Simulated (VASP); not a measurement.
The system is Mo.

```
Mo
1.0
    -1.57342    1.57342    1.57342
     1.57342   -1.57342    1.57342
     1.57342    1.57342   -1.57342
Mo
1
Cartesian
  0.0000 0.0000 0.0000
```

| Quantity | Value |
| --- | --- |
| Program | VASP 6.6.1 |
| Task | relaxation of cell and atoms |
| Functional | PBE |
| Potentials or basis | VASP PAW PBE potentials, release 64 (Mo_sv) |
| Cutoff | 600 eV |
| k mesh | 15 × 15 × 15 |
| Occupations | fermi-dirac, width 0.05 eV |
| Spin | no spin polarisation |

At the start: pressure 4.2 GPa; volume 15.58 Å³/atom.

**Question.** Where does the relaxation end?

**Answer.** Over 4 steps the energy falls by 3.2 meV/atom and the volume is 15.83 Å³/atom (+1.6 %); space group Im-3m (No. 229, to 0.05 Å).

The path:
| step | energy change (eV) | largest force (eV/Å) | pressure (GPa) | volume (Å³) |
| --- | --- | --- | --- | --- |
| 1 | 0.0000 | 0.0000 | 4.24 | 15.58 |
| 2 | 0.0205 | 0.0000 | -10.38 | 16.53 |
| 3 | -0.0032 | 0.0000 | -0.06 | 15.83 |
| 4 | -0.0032 | 0.0000 | 0.00 | 15.83 |

Final structure:
```xyz
1
Lattice="-1.5816 1.5816 1.5816 1.5816 -1.5816 1.5816 1.5816 1.5816 -1.5816" Properties=species:S:1:pos:R:3 pbc="T T T"
Mo    0.0000    0.0000    0.0000
```
